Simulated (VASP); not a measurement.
# LiH (a cell with a defect) in VASP: notebook, part 2 of 2

VASP 6.6.1. Earlier steps stand in the parts before.

**3. Relaxation of the atoms, PBEsol**

Input file INCAR:

```
  PREC = Accurate
  ENCUT = 650
  EDIFF = 1E-7
  ISMEAR = -1
  SIGMA = 0.05
  LREAL = Auto
  LASPH = T
  NELM = 120
  ALGO = Normal
  ISIF = 2
  LWAVE = F
  LCHARG = F
  GGA = PS
  IBRION = 2
  NSW = 100
  EDIFFG = -0.03
  ISYM = -1
  GGA_COMPAT = F
  NELMIN = 4
```

Input file KPOINTS:

```
explicit points
1
Reciprocal
  0.25000000   0.25000000   0.25000000 1
```

Input file POSCAR:

```
LiH
1.0
    7.9599380000      0.0000000000      0.0000000000
    0.0000000000      7.9599380000      0.0000000000
    0.0000000000      0.0000000000      7.9599380000
H Li
31 31
Direct
    0.2498640000      0.9992070000      0.9960180000
    0.2505480000      0.0007760000      0.5018570000
    0.2495870000      0.5027050000      0.9998120000
    0.7452150000      0.0018040000      0.9962480000
    0.7502670000      0.9975510000      0.5006870000
    0.7458900000      0.4979230000      0.9986190000
    0.7472040000      0.4989200000      0.5022310000
    0.9970910000      0.2486620000      0.0007310000
    0.0023950000      0.2471990000      0.5024430000
    0.0033680000      0.7455670000      0.0055520000
    0.0010730000      0.7507430000      0.5036340000
    0.5024010000      0.2482890000      0.0003360000
    0.4970330000      0.2519050000      0.4986380000
    0.4990110000      0.7529580000      0.9993610000
    0.5017960000      0.7463910000      0.5011990000
    0.0016690000      0.0024190000      0.2529970000
    0.0008260000      0.0001470000      0.7541190000
    0.9991030000      0.4947990000      0.2488880000
    0.0001100000      0.4957620000      0.7537600000
    0.5013000000      0.9965470000      0.2487120000
    0.4998740000      0.9970930000      0.7491490000
    0.4971810000      0.4952140000      0.2488810000
    0.5021160000      0.4967220000      0.7522020000
    0.2497170000      0.2520410000      0.2489700000
    0.2458520000      0.2523930000      0.7502660000
    0.2483420000      0.7475610000      0.2472060000
    0.2507930000      0.7463310000      0.7470350000
    0.7502860000      0.2485830000      0.2510280000
    0.7509070000      0.2525520000      0.7496880000
    0.7466840000      0.7505800000      0.2528760000
    0.7470790000      0.7493290000      0.7458740000
    0.0013390000      0.0006110000      0.5007700000
    0.0026190000      0.5004430000      0.0021300000
    0.0046680000      0.5045460000      0.4985620000
    0.4991340000      0.0030770000      0.0006590000
    0.4995060000      0.0020560000      0.5023850000
    0.5002630000      0.4973720000      0.9973810000
    0.5028890000      0.4984470000      0.4980540000
    0.2483950000      0.2531290000      0.0048680000
    0.2491870000      0.2535420000      0.4999840000
    0.2480350000      0.7483460000      0.9993560000
    0.2485940000      0.7539260000      0.5006570000
    0.7517410000      0.2520090000      0.9983060000
    0.7501120000      0.2463980000      0.4933440000
    0.7514840000      0.7516020000      0.9955340000
    0.7492840000      0.7496880000      0.5007120000
    0.2522700000      0.0032940000      0.2497320000
    0.2520650000      0.9983600000      0.7487350000
    0.2532630000      0.4984240000      0.2485260000
    0.2498410000      0.5003910000      0.7511980000
    0.7441820000      0.0042600000      0.2485680000
    0.7463360000      0.9963600000      0.7532370000
    0.7507140000      0.4974280000      0.2462560000
    0.7500820000      0.5043280000      0.7505770000
    0.0026830000      0.2459830000      0.2503750000
    0.0025910000      0.2479440000      0.7525790000
    0.0010830000      0.7513110000      0.2441680000
    0.0031840000      0.7462260000      0.7532530000
    0.4965430000      0.2486720000      0.2515890000
    0.5010350000      0.2480030000      0.7496230000
    0.4996090000      0.7440410000      0.2488890000
    0.4980410000      0.7523590000      0.7491920000
```

Potentials or basis: VASP PAW PBE potentials, release 64 (H, Li_sv).

Command:

```bash
> cat potpaw_PBE.64/H/POTCAR potpaw_PBE.64/Li_sv/POTCAR > POTCAR
> mpirun -np 1 vasp_std > vasp.out
```

It took 9.5 min on 1 thread of Intel Xeon 6975P-C (Granite Rapids), shared host; peak memory 0.77 GiB.

The run converged. Its results:

```yaml
Free_energy: -188.1898 eV
Energy_gained_by_relaxing: 18.5 meV/atom
Ionic_steps: 8
Pressure_after_relaxing: 0.0 GPa
Largest_force_after_relaxing: 0.021 eV/Å
Band_gap_on_the_k_mesh: 2.62 eV
```

Forces on the atoms (eV/Å):
```
H    0.000 -0.007 -0.004
H    0.003  0.001 -0.002
H    0.003  0.004 -0.003
H    0.020 -0.007  0.000
H   -0.003 -0.004 -0.002
H   -0.005 -0.002  0.003
H    0.014  0.002  0.005
H    0.003 -0.004 -0.003
H    0.006  0.008 -0.008
H    0.007  0.015  0.001
H    0.000 -0.016 -0.001
H    0.006  0.005  0.005
H   -0.003 -0.001 -0.005
H    0.004 -0.003  0.003
H    0.001  0.006  0.006
H    0.004  0.004 -0.014
H    0.003  0.005 -0.002
H    0.004  0.003  0.009
H    0.006  0.002 -0.017
H    0.007  0.007  0.006
H    0.005 -0.004 -0.004
H   -0.009  0.002  0.005
H   -0.009  0.004 -0.005
H   -0.007  0.001  0.003
H   -0.009 -0.002 -0.008
H   -0.010  0.000 -0.001
H   -0.009  0.007  0.005
H    0.004  0.006  0.003
H    0.000  0.005  0.005
H    0.004  0.002  0.007
H    0.005  0.000 -0.003
Li  -0.008  0.002 -0.011
Li  -0.004  0.000 -0.006
Li  -0.008  0.000 -0.004
Li  -0.007 -0.006  0.000
Li   0.002 -0.004  0.003
Li  -0.002  0.002  0.006
Li  -0.005  0.011 -0.001
Li  -0.002 -0.003 -0.002
Li  -0.001 -0.003 -0.003
Li  -0.006 -0.001  0.003
Li   0.003 -0.013  0.008
Li   0.009 -0.002  0.000
Li  -0.010 -0.008  0.000
Li   0.006 -0.001  0.005
Li  -0.004  0.002  0.001
Li  -0.008 -0.010  0.000
Li  -0.003 -0.009 -0.002
Li   0.007  0.001  0.011
Li   0.005  0.002 -0.002
Li   0.008 -0.003  0.006
Li   0.003  0.003  0.009
Li  -0.004  0.006  0.003
Li  -0.009 -0.003  0.005
Li  -0.011  0.003 -0.001
Li  -0.007 -0.003 -0.007
Li  -0.001 -0.013  0.000
Li  -0.009  0.011 -0.008
Li   0.006 -0.011 -0.007
Li   0.006 -0.007  0.009
Li   0.006  0.009 -0.005
Li   0.006  0.011  0.005
```

Stress tensor (GPa, compression positive):
```
-0.09 -0.11 -0.11
-0.11 -0.01 -0.11
-0.11 -0.11  0.00
```

The path:
| step | energy change (eV) | largest force (eV/Å) | pressure (GPa) |
| --- | --- | --- | --- |
| 1 | 0.0000 | 1.0573 | -0.38 |
| 2 | -0.4799 | 0.8035 | -0.34 |
| 3 | -1.0860 | 0.1731 | -0.07 |
| 4 | -1.0864 | 0.1796 | -0.08 |
| 5 | -1.1115 | 0.1359 | -0.08 |
| 6 | -1.1390 | 0.0850 | -0.05 |
| 7 | -1.1443 | 0.0349 | -0.04 |
| 8 | -1.1455 | 0.0207 | -0.04 |

Final structure:
```cif
data_structure
_symmetry_space_group_name_H-M 'P 1'
_symmetry_Int_Tables_number 1
_cell_length_a 7.9599
_cell_length_b 7.9599
_cell_length_c 7.9599
_cell_angle_alpha 90.000
_cell_angle_beta 90.000
_cell_angle_gamma 90.000
_cell_volume 504.35
loop_
_atom_site_label
_atom_site_type_symbol
_atom_site_fract_x
_atom_site_fract_y
_atom_site_fract_z
_atom_site_occupancy
H1 H 0.26496 0.99977 0.99990 1
H2 H 0.25336 0.99986 0.50078 1
H3 H 0.25333 0.49962 0.99993 1
H4 H 0.73356 0.99997 0.99986 1
H5 H 0.74766 0.99959 0.49992 1
H6 H 0.74779 0.49920 0.99958 1
H7 H 0.74998 0.49935 0.49954 1
H8 H 0.00116 0.26616 0.00034 1
H9 H 0.00421 0.25604 0.50146 1
H10 H 0.00112 0.73259 0.00025 1
H11 H 0.00494 0.74294 0.50000 1
H12 H 0.49850 0.25295 0.99969 1
H13 H 0.49473 0.25560 0.50010 1
H14 H 0.49777 0.74574 0.99961 1
H15 H 0.49528 0.74354 0.49908 1
H16 H 0.00126 0.99932 0.26772 1
H17 H 0.00132 0.99932 0.73445 1
H18 H 0.00420 0.50006 0.25652 1
H19 H 0.00466 0.49926 0.74363 1
H20 H 0.49833 0.99941 0.25328 1
H21 H 0.49774 0.99988 0.74605 1
H22 H 0.49516 0.49922 0.25538 1
H23 H 0.49599 0.49882 0.74458 1
H24 H 0.25040 0.25419 0.25465 1
H25 H 0.25020 0.25508 0.74515 1
H26 H 0.25027 0.74433 0.25510 1
H27 H 0.25005 0.74446 0.74506 1
H28 H 0.74942 0.25060 0.25133 1
H29 H 0.74995 0.25070 0.74845 1
H30 H 0.74958 0.74825 0.25082 1
H31 H 0.74982 0.74812 0.74857 1
Li1 Li 0.99588 0.99942 0.50103 1
Li2 Li 0.99557 0.49944 0.00047 1
Li3 Li 0.97859 0.49988 0.50041 1
Li4 Li 0.50034 0.00012 0.99949 1
Li5 Li 0.50380 0.99986 0.49982 1
Li6 Li 0.50403 0.49939 0.99949 1
Li7 Li 0.52306 0.49882 0.49964 1
Li8 Li 0.24350 0.23987 0.99982 1
Li9 Li 0.24817 0.22577 0.50039 1
Li10 Li 0.24452 0.75911 0.99980 1
Li11 Li 0.24796 0.77411 0.49930 1
Li12 Li 0.75508 0.24239 0.99969 1
Li13 Li 0.75239 0.24416 0.49993 1
Li14 Li 0.75557 0.75733 0.99979 1
Li15 Li 0.75200 0.75509 0.49978 1
Li16 Li 0.24388 0.99989 0.23994 1
Li17 Li 0.24436 0.99990 0.75949 1
Li18 Li 0.24798 0.49974 0.22550 1
Li19 Li 0.24788 0.49928 0.77416 1
Li20 Li 0.75502 0.99956 0.24256 1
Li21 Li 0.75582 0.99951 0.75710 1
Li22 Li 0.75210 0.49912 0.24407 1
Li23 Li 0.75233 0.49971 0.75535 1
Li24 Li 0.00017 0.24331 0.24461 1
Li25 Li 0.00034 0.24451 0.75555 1
Li26 Li 0.00018 0.75511 0.24487 1
Li27 Li 0.00110 0.75470 0.75635 1
Li28 Li 0.49885 0.24886 0.24896 1
Li29 Li 0.49945 0.24906 0.75054 1
Li30 Li 0.49932 0.75006 0.24895 1
Li31 Li 0.49941 0.75025 0.75060 1
```

Levels at points of the mesh, in eV from the valence-band top:
| k point | band 59 | band 60 | band 61 | band 62 | band 63 | band 64 | band 65 | band 66 |
| --- | --- | --- | --- | --- | --- | --- | --- | --- |
| (0.25, 0.25, 0.25) | -0.38 | -0.28 | -0.02 | 0.00 | 2.62 | 4.46 | 4.48 | 4.68 |

Caveat: the PAW data sets were made with another functional, which shifts forces and pressure a little.
